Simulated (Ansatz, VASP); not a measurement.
## BaIr3: VASP beside Ansatz

Contents of INCAR:

```
SYSTEM = BaIr3
  PREC = Accurate
  ENCUT = 500
  EDIFF = 1E-6
  ISMEAR = 0
  SIGMA = 0.05
  LREAL = .FALSE.
  LASPH = .TRUE.
  NELM = 120
  ALGO = Normal
  ISIF = 2
  LWAVE = .FALSE.
  LCHARG = .FALSE.
  GGA = PE
  NBANDS = 38
  GGA_COMPAT = .FALSE.
```

Contents of KPOINTS:

```
Automatic mesh
0
G
  8 8 8
  0 0 0
```

Contents of POSCAR:

```
BaIr3
1.0
    4.2490551527      0.0000000000      0.0000000000
    0.0000000000      4.2490551527      0.0000000000
    0.0000000000      0.0000000000      4.2490551527
Ba Ir
1 3
Direct
    0.0000000000      0.0000000000      0.0000000000
    0.0000000000      0.5000000000      0.5000000000
    0.5000000000      0.5000000000      0.0000000000
    0.5000000000      0.0000000000      0.5000000000
```

Input for Ansatz:

```yaml
crystal:
  lattice:
    - [4.2490551527, 0.0, 0.0]
    - [0.0, 4.2490551527, 0.0]
    - [0.0, 0.0, 4.2490551527]
  atoms:
    - { symbol: Ba, position: [0.0, 0.0, 0.0] }
    - { symbol: Ir, position: [0.0, 0.5, 0.5] }
    - { symbol: Ir, position: [0.5, 0.5, 0.0] }
    - { symbol: Ir, position: [0.5, 0.0, 0.5] }
basis:
  ecutwfc: 420
  ecutrho_ratio: 4
kpoints:
  mp_grid: { grid: [8, 8, 8] }
hamiltonian:
  xc: pbe
scf:
  occupations: { method: gaussian, width: 0.05 }
output:
  forces: true
  stress: true
  eigenvalues: true
```

Alike in both runs: task single point; functional PBE; k mesh 8 × 8 × 8; occupations gaussian, width 0.05 eV; no spin polarisation.

|  | VASP | Ansatz |
| --- | --- | --- |
| version | VASP 6.6.1 | Ansatz 0.2.0 |
| potentials or method | VASP PAW PBE potentials, release 64 (Ba_sv, Ir_sv_GW), cutoff 500 eV | scalar-relativistic, plane waves, PAW |
| valence electrons in the cell | 61 | 61 |

VASP gave:

| Property | Result |
| --- | --- |
| gap on the k mesh at the Fermi level (eV) | none |
| pressure (GPa) | -1.0 |

Q: Estimate Ansatz's values.

A: gap on the k mesh at the Fermi level (eV): none; pressure (GPa): -2.5.

A gap of «none» marks a metal or a gap that the smearing closes. The functional is the same, so the differences come from potentials, cutoffs and numerics.

Neither program's run includes spin-orbit coupling.
